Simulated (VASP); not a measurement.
# CdF2 (R-3m) in VASP: a series of runs

The runs below take CdF2 through electric field gradients, with LDA.

Everything below comes from runs of VASP 6.6.1. Logs are shortened: lines on timing, memory, paths and dates and some standing lists are left out, and cuts for length are marked.

## 1. The cell of the first run

The structure is trigonal, space group R-3m (No. 166). The conventional cell has a = 3.848 Å, b = 3.848 Å, c = 9.146 Å, α = 90.00°, β = 90.00°, γ = 120.00°. Cd (site symmetry -3m) has 8 F at 2.29 to 2.35 Å within 3.0 Å. F (site symmetry 3m) has 4 Cd at 2.29 to 2.35 Å and 6 F at 2.69 Å within 3.0 Å.

## 2. Electric field gradients, LDA (equal xy, yz and zx shear strains of -2 %)

INCAR

```
SYSTEM = CdF2
PREC     = Accurate       ! precision mode
ENCUT    = 520            ! plane-wave cutoff, eV
EDIFF    = 1E-8           ! SCF threshold, eV
ISMEAR   = -1             ! smearing method
SIGMA    = 0.02           ! smearing width, eV
LREAL    = .FALSE.        ! projectors in reciprocal space
LASPH    = .TRUE.         ! aspherical terms in the spheres
NELM     = 60             ! most SCF steps
ALGO     = Normal         ! electronic algorithm
ISIF     = 2              ! what is computed and relaxed
LWAVE    = .FALSE.        ! write WAVECAR
LCHARG   = .FALSE.        ! write CHGCAR
LEFG     = .TRUE.       
NBANDS   = 20             ! bands
```

KPOINTS

```
Automatic mesh
0
G
  8 8 8
  0 0 0
```

POSCAR

```
CdF2
1.0
   -0.0538800000      2.6670600000      2.6670600000
    2.6670600000     -0.0538800000      2.6670600000
    2.6670600000      2.6670600000     -0.0538800000
Cd F
1 2
Direct
    0.0000000000      0.0000000000      0.0000000000
    0.2500000000      0.2500000000      0.2500000000
    0.7500000000      0.7500000000      0.7500000000
```

Potentials or basis: VASP PAW LDA potentials, release 64 (Cd, F).

The run is started by

```bash
cat potpaw_LDA.64/Cd/POTCAR potpaw_LDA.64/F/POTCAR > POTCAR
mpirun -np 1 vasp_std > vasp.out
```

OUTCAR:

```text
SYSTEM = CdF2
   PREC = Accurate
   ENCUT = 520
   EDIFF = 1E-8
   ISMEAR = -1
   LREAL = .FALSE.
   LASPH = .TRUE.
   NELM = 60
   ISIF = 2

 ion  position               nearest neighbor table
   1  0.000  0.000  0.000-   2 2.29   3 2.29   3 2.35   3 2.35   3 2.35   2 2.35   2 2.35   2 2.35

   2  0.250  0.250  0.250-   1 2.29   1 2.35   1 2.35   1 2.35
   3  0.750  0.750  0.750-   1 2.29   1 2.35   1 2.35   1 2.35

  LATTYP: Found a trigonal (rhomboedric) cell.
 ALAT       =     3.7721772415
 COS(alpha) =     0.4797000918

  Lattice vectors:

 A1 = (  -0.0538800000,   2.6670600000,   2.6670600000)
 A2 = (   2.6670600000,  -0.0538800000,   2.6670600000)
 A3 = (   2.6670600000,   2.6670600000,  -0.0538800000)

Analysis of symmetry for initial positions (statically):
=====================================================================
 Subroutine PRICEL returns:
 Original cell was already a primitive cell.

 Routine SETGRP: Setting up the symmetry group for a
 trigonal (rhombohedral) supercell.

 Subroutine GETGRP returns: Found 12 space group operations
 (whereof 12 operations were pure point group operations)
 out of a pool of 12 trial point group operations.

The static configuration has the point symmetry D_3d.

Analysis of symmetry for dynamics (positions and initial velocities):
=====================================================================
 Subroutine PRICEL returns:
 Original cell was already a primitive cell.

 Routine SETGRP: Setting up the symmetry group for a
 trigonal (rhombohedral) supercell.

 Subroutine GETGRP returns: Found 12 space group operations
 (whereof 12 operations were pure point group operations)
 out of a pool of 12 trial point group operations.

The dynamic configuration has the point symmetry D_3d.

 Subroutine INISYM returns: Found 12 space group operations
 (whereof 12 operations are pure point group operations),
 and found     1 'primitive' translations

----------------------------------------------------------------------------------------

                                     Primitive cell

  volume of cell :      39.0923

  direct lattice vectors                    reciprocal lattice vectors
    -0.053880000  2.667060000  2.667060000    -0.181884922  0.185635126  0.185635126
     2.667060000 -0.053880000  2.667060000     0.185635126 -0.181884922  0.185635126
     2.667060000  2.667060000 -0.053880000     0.185635126  0.185635126 -0.181884922

  length of vectors
     3.772177242  3.772177242  3.772177242     0.319378968  0.319378968  0.319378968

  position of ions in fractional coordinates (direct lattice)
     0.000000000  0.000000000  0.000000000
     0.250000000  0.250000000  0.250000000
     0.750000000  0.750000000  0.750000000

  ion indices of the primitive-cell ions
   primitive index   ion index
                 1           1
                 2           2
                 3           3

----------------------------------------------------------------------------------------

 KPOINTS: Automatic mesh

Automatic generation of k-mesh.
 Grid dimensions read from file:
 generate k-points for:    8    8    8

 Generating k-lattice:

  Cartesian coordinates                     Fractional coordinates (reciprocal lattice)
    -0.022735615  0.023204391  0.023204391     0.125000000  0.000000000 -0.000000000
     0.023204391 -0.022735615  0.023204391     0.000000000  0.125000000 -0.000000000
     0.023204391  0.023204391 -0.022735615     0.000000000  0.000000000  0.125000000

  Length of vectors
     0.039922371  0.039922371  0.039922371

  Shift w.r.t. Gamma in fractional coordinates (k-lattice)
     0.000000000  0.000000000  0.000000000

 Subroutine IBZKPT returns following result:
 ===========================================

 Found     65 irreducible k-points:

 Following reciprocal coordinates:
            Coordinates               Weight
  0.000000  0.000000  0.000000      1.000000
  0.125000  0.000000  0.000000      6.000000
  0.250000  0.000000  0.000000      6.000000
  0.375000  0.000000  0.000000      6.000000
  0.500000  0.000000  0.000000      3.000000
  0.125000  0.125000  0.000000      6.000000
[... 16 lines left out ...]
  0.250000  0.125000  0.125000      6.000000
  0.375000  0.125000  0.125000      6.000000
 [... further k-points ...]
   k-points           NKPTS =     65   k-points in BZ     NKDIM =     65   number of bands    NBANDS=     20
   number of dos      NEDOS =    301   number of ions     NIONS =      3
   total plane-waves  NPLWV =  21952
   dimension x,y,z NGX =    28 NGY =   28 NGZ =   28
   dimension x,y,z NGXF=    56 NGYF=   56 NGZF=   56
   ions per type =               1   2
   NGX,Y,Z   is equivalent  to a cutoff of  12.34, 12.34, 12.34 a.u.
   NGXF,Y,Z  is equivalent  to a cutoff of  24.68, 24.68, 24.68 a.u.
 SYSTEM =  CdF2
   PREC   = accura    normal or accurate (medium, high low for compatibility)
   ISTART =      0    job   : 0-new  1-cont  2-samecut
   ICHARG =      2    charge: 1-file 2-atom 10-const
   ISPIN  =      1    spin polarized calculation?
   LNONCOLLINEAR =      F non collinear calculations
   LSORBIT =      F    spin-orbit coupling
   LASPH  =      T    aspherical Exc in radial PAW
   ENCUT  =  520.0 eV  38.22 Ry    6.18 a.u.   7.01  7.01  7.01*2*pi/ulx,y,z
   NELM   =     60;   NELMIN=  2; NELMDL= -5     # of ELM steps
   EDIFF  = 0.1E-07   stopping-criterion for ELM
   LREAL  =      F    real-space projection
   EDIFFG = 0.1E-06   stopping-criterion for IOM
   NSW    =      0    number of steps for IOM
   IBRION =     -1    ionic relax: 0-MD 1-quasi-New 2-CG
   NFREE  =      0    steps in history (QN), initial steepest desc. (CG)
   ISIF   =      2    stress and relaxation
   ISYM   =      2    0-nonsym 1-usesym 2-fastsym
   POTIM  = 0.5000    time-step for ionic-motion
   TEBEG  =    0.0;   TEEND  =   0.0 temperature during run
   PSTRESS=    0.0 pullay stress
   NELECT =      26.0000    total number of electrons
   NUPDOWN=      -1.0000    fix difference up-down
   EMIN   =  10.00;   EMAX   =-10.00  energy-range for DOS
   EFERMI =   0.00;   METHOD = LEGACY
   ISMEAR =    -1;   SIGMA  =   0.02  broadening in eV -4-tet -1-fermi 0-gaus
   EFERMI_NEDOS =   21; number of points for ismear=-14 and -15
   IALGO  =     38    algorithm
   IMIX   =      4    mixing-type and parameters
     AMIX     =   0.40;   BMIX     =  1.00
     AMIX_MAG =   1.60;   BMIX_MAG =  1.00
  volume/ion in A,a.u.               =      13.03        87.94
  Fermi-wavevector in a.u.,A,eV,Ry     =   1.429010  2.700438 27.784062  2.042071
  Thomas-Fermi vector in A             =   2.549010
   LORBIT       =      0    0 simple, 1 ext, 2 COOP (PROOUT), +10 PAW based schemes
   GGA     = CA    functional components
   LHFCALC =     F    Hartree Fock is set to
   AEXX    =    0.0000 exact exchange contribution
   IVDW    =     0    specifies the selected vdW correction
   LEPSILON=     F    determine dielectric tensor
   LRPA    =     F    only Hartree local field effects (RPA)
 non-spin polarized calculation
  energy-cutoff  :      520.00
  volume of cell :       39.09
 maximum number of plane-waves:      1063
   NGX = 13   NGY = 13   NGZ = 13

 number of electron      25.9999988 magnetization

 Free energy of the ion-electron system (eV)
  ---------------------------------------------------
  ext. energy  EPLUGINS =         0.00000000
  ---------------------------------------------------
  free energy    TOTEN  =       -12.71202384 eV

  energy without entropy =      -12.71202384  energy(sigma->0) =      -12.71202384

 E-fermi :  -1.1238     XC(G=0): -11.1281

 val. band max:       -1.6593909438   @ k =  -0.2500   0.5000   0.2500
 cond. band min:       1.1449786247   @ k =   0.0000   0.0000   0.0000
 fundamental gap:      2.8043695686
 Fermi energy:        -1.1238478111

 k-point     1 :       0.0000    0.0000    0.0000
  band No.  band energies     occupation
      1     -22.1107      2.00000
      2     -20.9286      2.00000
      3      -7.3362      2.00000
      4      -7.2890      2.00000
      5      -7.2890      2.00000
      6      -6.0195      2.00000
[... 12 lines left out ...]
     19      17.8833      0.00000
     20      17.8833      0.00000

 k-point     2 :       0.1250    0.0000    0.0000
  band No.  band energies     occupation
      1     -22.0584      2.00000
      2     -20.9758      2.00000
      3      -7.2734      2.00000
      4      -7.2311      2.00000
      5      -7.1229      2.00000
      6      -6.0383      2.00000
[... 12 lines left out ...]
     19      17.4505      0.00000
     20      17.5471      0.00000

 k-point     3 :       0.2500    0.0000    0.0000
  band No.  band energies     occupation
      1     -21.9157      2.00000
      2     -21.1043      2.00000
      3      -7.1342      2.00000
      4      -7.0971      2.00000
      5      -6.6657      2.00000
      6      -6.0552      2.00000
[... 12 lines left out ...]
     19      16.9639      0.00000
     20      17.4298      0.00000

 k-point     4 :       0.3750    0.0000    0.0000
  band No.  band energies     occupation
      1     -21.7186      2.00000
      2     -21.2837      2.00000
      3      -7.0162      2.00000
      4      -6.9854      2.00000
      5      -6.0817      2.00000
      6      -6.0070      2.00000
[... 429 lines left out ...]
 k-point    23 :       0.2500    0.1250    0.1250
  band No.  band energies     occupation
      1     -21.9728      2.00000
      2     -21.0502      2.00000
      3      -7.1436      2.00000
      4      -7.1222      2.00000
      5      -6.8774      2.00000
      6      -6.1215      2.00000
[... 12 lines left out ...]
     19      16.6582      0.00000
     20      18.2683      0.00000

 k-point    24 :       0.3750    0.1250    0.1250
  band No.  band energies     occupation
      1     -21.8163      2.00000
      2     -21.1882      2.00000
      3      -7.0282      2.00000
      4      -6.9629      2.00000
      5      -6.3868      2.00000
      6      -6.1615      2.00000
[... 12 lines left out ...]
     19      15.9806      0.00000
     20      18.9898      0.00000

 [... further k-points ...]

------------------------ aborting loop because EDIFF is reached ----------------------------------------

  FORCE on cell =-STRESS in cart. coord.  units (eV):
  Direction    XX          YY          ZZ          XY          YZ          ZX
  --------------------------------------------------------------------------------------
  -------------------------------------------------------------------------------------
  Total       -1.1141102     -1.1141102     -1.1141102      0.1372140      0.1372140      0.1372140
  in kB      -45.6611816    -45.6611816    -45.6611816      5.6236377      5.6236377      5.6236377
  external PRESSURE =     -45.6611816 kB  Pullay stress =       0.0000000 kB

 VOLUME and BASIS-vectors are now :
 -----------------------------------------------------------------------------
  energy-cutoff  :      520.00
  volume of cell :       39.09
      direct lattice vectors                 reciprocal lattice vectors
    -0.053880000  2.667060000  2.667060000    -0.181884922  0.185635126  0.185635126
     2.667060000 -0.053880000  2.667060000     0.185635126 -0.181884922  0.185635126
     2.667060000  2.667060000 -0.053880000     0.185635126  0.185635126 -0.181884922

 POSITION                                       TOTAL-FORCE (eV/Angst)
 -----------------------------------------------------------------------------------
      0.00000      0.00000      0.00000         0.000000     -0.000000      0.000000
      1.32006      1.32006      1.32006         0.037398      0.037398      0.037398
      3.96018      3.96018      3.96018        -0.037398     -0.037398     -0.037398
 -----------------------------------------------------------------------------------
    total drift:                                0.000000      0.000000      0.000000

  FREE ENERGIE OF THE ION-ELECTRON SYSTEM (eV)
  ---------------------------------------------------
  free  energy   TOTEN  =       -12.7120238381 eV

  energy  without entropy=      -12.7120238381  energy(sigma->0) =      -12.71202384

 Electric field gradients (V/A^2)
---------------------------------------------------------------------
 ion       V_xx      V_yy      V_zz      V_xy      V_xz      V_yz
---------------------------------------------------------------------
   1      -0.000     0.000    -0.000   -10.867   -10.867   -10.867
   2      -0.000     0.000     0.000     2.900     2.900     2.900
   3      -0.000     0.000     0.000     2.900     2.900     2.900
---------------------------------------------------------------------

 Electric field gradients after diagonalization (V/A^2)
 (convention: |V_zz| > |V_xx| > |V_yy|)
----------------------------------------------------------------------
 ion       V_xx      V_yy      V_zz     asymmetry (V_yy - V_xx)/ V_zz
----------------------------------------------------------------------
   1      10.867    10.867   -21.734       0.000
   2      -2.900    -2.900     5.800       0.000
   3      -2.900    -2.900     5.800       0.000
----------------------------------------------------------------------

           NMR quadrupolar parameters

 Cq : quadrupolar parameter    Cq=e*Q*V_zz/h
 eta: asymmetry parameters     (V_yy - V_xx)/ V_zz
 Q  : nuclear electric quadrupole moment in mb (millibarn)
----------------------------------------------------------------------
 ion       Cq(MHz)       eta       Q (mb)
----------------------------------------------------------------------
   1      -0.053       0.000       1.000
   2       0.014       0.000       1.000
   3       0.014       0.000       1.000
----------------------------------------------------------------------
```

Wall time 45 s (1 thread of Intel Xeon 8259CL, shared host); peak memory 0.17 GiB.

What came out:

| Quantity | Value |
| --- | --- |
| Free energy | -12.7120 eV |
| Pressure | -4.6 GPa |
| Largest force | 0.065 eV/Å |
| Band gap on the k mesh | 2.80 eV (least direct gap 3.19 eV) |
| Largest electric field gradient by atom | Cd -21.7; F +5.8 V/Å² |

Forces on the atoms (eV/Å):
```
Cd   0.000  0.000  0.000
F    0.037  0.037  0.037
F   -0.037 -0.037 -0.037
```

Stress tensor (GPa, compression positive):
```
-4.57  0.56  0.56
 0.56 -4.57  0.56
 0.56  0.56 -4.57
```

Levels at points of the mesh, in eV from the valence-band top:
| k point | band 9 | band 10 | band 11 | band 12 | band 13 | band 14 | band 15 | band 16 | band 17 | band 18 |
| --- | --- | --- | --- | --- | --- | --- | --- | --- | --- | --- |
| (0.00, 0.00, 0.00) | -0.97 | -0.97 | -0.53 | -0.53 | -0.39 | 2.80 | 12.12 | 12.12 | 12.72 | 17.13 |
| (0.50, 0.00, 0.00) | -2.35 | -1.92 | -1.87 | -0.40 | -0.33 | 6.91 | 8.75 | 13.98 | 14.41 | 17.67 |
| (0.50, 0.50, 0.00) | -3.08 | -3.02 | -0.52 | -0.13 | -0.05 | 7.76 | 9.34 | 11.46 | 13.75 | 14.13 |
| (0.50, 0.50, 0.50) | -2.40 | -1.93 | -1.93 | -0.45 | -0.45 | 7.10 | 8.93 | 13.99 | 13.99 | 17.63 |

Electric field gradients, principal values (V/Å²):
| atom | least | middle | greatest (by size) |
| --- | --- | --- | --- |
| 1 Cd | 10.867 | 10.867 | -21.734 |
| 2 F | -2.900 | -2.900 | 5.800 |
| 3 F | -2.900 | -2.900 | 5.800 |

Caveat: the cell differs from its parent crystal (equal xy, yz and zx shear strains of -2 %); the cell stands under tension; without QUAD_EFG the Cq values of the log hold for a quadrupole moment of 1 mb, not for the nuclei.

## 3. Electric field gradients, LDA (equal xy, yz and zx shear strains of -1 %)

INCAR

```
PREC = Accurate
ENCUT = 520
EDIFF = 1E-8
ISMEAR = -1
SIGMA = 0.02
LREAL = F
LASPH = T
NELM = 80
ALGO = Normal
ISIF = 2
LWAVE = F
LCHARG = F
LEFG = T
NBANDS = 20
```

KPOINTS

```
regular mesh
0
Gamma
  8 8 8
```

POSCAR

```
CdF2
1.0
   -0.0269400000      2.6805300000      2.6805300000
    2.6805300000     -0.0269400000      2.6805300000
    2.6805300000      2.6805300000     -0.0269400000
Cd F
1 2
Direct
    0.0000000000      0.0000000000      0.0000000000
    0.2500000000      0.2500000000      0.2500000000
    0.7500000000      0.7500000000      0.7500000000
```

Potentials or basis: VASP PAW LDA potentials, release 64 (Cd, F).

The run is started by

```bash
cat potpaw_LDA.64/Cd/POTCAR potpaw_LDA.64/F/POTCAR > POTCAR
mpirun -np 1 vasp_std > vasp.out
```

OUTCAR:

```text
PREC = Accurate
   ENCUT = 520
   EDIFF = 1E-8
   ISMEAR = -1
   LREAL = F
   LASPH = T
   NELM = 80
   ISIF = 2

 ion  position               nearest neighbor table
   1  0.000  0.000  0.000-   2 2.31   3 2.31   3 2.34   3 2.34   3 2.34   2 2.34   2 2.34   2 2.34

   2  0.250  0.250  0.250-   1 2.31   1 2.34   1 2.34   1 2.34
   3  0.750  0.750  0.750-   1 2.31   1 2.34   1 2.34   1 2.34

  LATTYP: Found a trigonal (rhomboedric) cell.
 ALAT       =     3.7909376051
 COS(alpha) =     0.4899250057

  Lattice vectors:

[... 770 lines left out ...]

  energy  without entropy=      -12.7147827579  energy(sigma->0) =      -12.71478276

 Electric field gradients (V/A^2)
---------------------------------------------------------------------
 ion       V_xx      V_yy      V_zz      V_xy      V_xz      V_yz
---------------------------------------------------------------------
   1      -0.000     0.000     0.000    -5.272    -5.272    -5.272
   2      -0.000    -0.000    -0.000     1.430     1.430     1.430
   3      -0.000    -0.000    -0.000     1.430     1.430     1.430
---------------------------------------------------------------------

 Electric field gradients after diagonalization (V/A^2)
 (convention: |V_zz| > |V_xx| > |V_yy|)
----------------------------------------------------------------------
 ion       V_xx      V_yy      V_zz     asymmetry (V_yy - V_xx)/ V_zz
----------------------------------------------------------------------
   1       5.272     5.272   -10.545       0.000
   2      -1.430    -1.430     2.861       0.000
   3      -1.430    -1.430     2.861       0.000
----------------------------------------------------------------------

           NMR quadrupolar parameters

 Cq : quadrupolar parameter    Cq=e*Q*V_zz/h
 eta: asymmetry parameters     (V_yy - V_xx)/ V_zz
 Q  : nuclear electric quadrupole moment in mb (millibarn)
----------------------------------------------------------------------
 ion       Cq(MHz)       eta       Q (mb)
----------------------------------------------------------------------
   1      -0.025       0.000       1.000
   2       0.007       0.000       1.000
   3       0.007       0.000       1.000
----------------------------------------------------------------------
```

It took 44 s on 1 thread of Intel Xeon 8259CL, shared host; peak memory 0.17 GiB.

What came out:

```
Free energy                             : -12.7148 eV
Pressure                                : -4.7 GPa
Largest force                           : 0.030 eV/Å
Band gap on the k mesh                  : 2.80 eV (least direct gap 3.23 eV)
Largest electric field gradient by atom : Cd -10.5; F +2.9 V/Å²
```

Forces in eV/Å, atoms in the order of the input:
```
Cd   0.000  0.000  0.000
F    0.017  0.017  0.017
F   -0.017 -0.017 -0.017
```

Electric field gradients, principal values (V/Å²):
```
atom   least  middle  greatest (by size)
1 Cd   5.272   5.272             -10.545
 2 F  -1.430  -1.430               2.861
 3 F  -1.430  -1.430               2.861
```

Caveat: the cell differs from its parent crystal (equal xy, yz and zx shear strains of -1 %); the cell stands under tension; without QUAD_EFG the Cq values of the log hold for a quadrupole moment of 1 mb, not for the nuclei.

[end of part 1 of 2]
